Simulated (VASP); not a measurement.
Here is a VASP 6.6.1 calculation.

File INCAR:

```
ALGO     = Normal         # electronic algorithm
EDIFF    = 1E-6           # SCF threshold, eV
ENCUT    = 520            # plane-wave cutoff, eV
GGA      = PE             # functional
ISIF     = 2              # what is computed and relaxed
ISMEAR   = 0              # smearing method
IVDW     = 12             # dispersion correction
LASPH    = T              # aspherical terms in the spheres
LCHARG   = T              # write CHGCAR
LELF     = T              # ELF
LREAL    = F              # projectors in reciprocal space
LVHAR    = T            
LWAVE    = F              # write WAVECAR
NBANDS   = 16             # bands
NELM     = 100            # most SCF steps
PREC     = Accurate       # precision mode
SIGMA    = 0.02           # smearing width, eV
```

KPOINTS

```
k-points
0
Gamma
  12 12 4
```

The input POSCAR:

```
BN
1.0
    2.5064295030      0.0000000000      0.0000000000
   -1.2532147515      2.1706316224      0.0000000000
    0.0000000000      0.0000000000      6.6144684677
B N
2 2
Direct
    0.3333333333      0.6666666667      0.2500000000
    0.6666666667      0.3333333333      0.7500000000
    0.3333333333      0.6666666667      0.7500000000
    0.6666666667      0.3333333333      0.2500000000
```

Potentials or basis: VASP PAW PBE potentials, release 64 (B, N).

Run with:

```bash
$ cat potpaw_PBE.64/B/POTCAR potpaw_PBE.64/N/POTCAR > POTCAR
$ mpirun -np 1 vasp_std > vasp.out
```

Problem. Estimate the pressure.

Solution. 0.1 GPa.

Problem. Predict the band gap on the k mesh.

Solution. 4.27 eV (least direct gap 4.63 eV).

Problem. What does it give for the dispersion energy per atom?

Solution. -0.142 eV.

Stress tensor (GPa, compression positive):
```
 0.18  0.00  0.00
 0.00  0.18  0.00
 0.00  0.00 -0.13
```

A k mesh can miss the band edges.
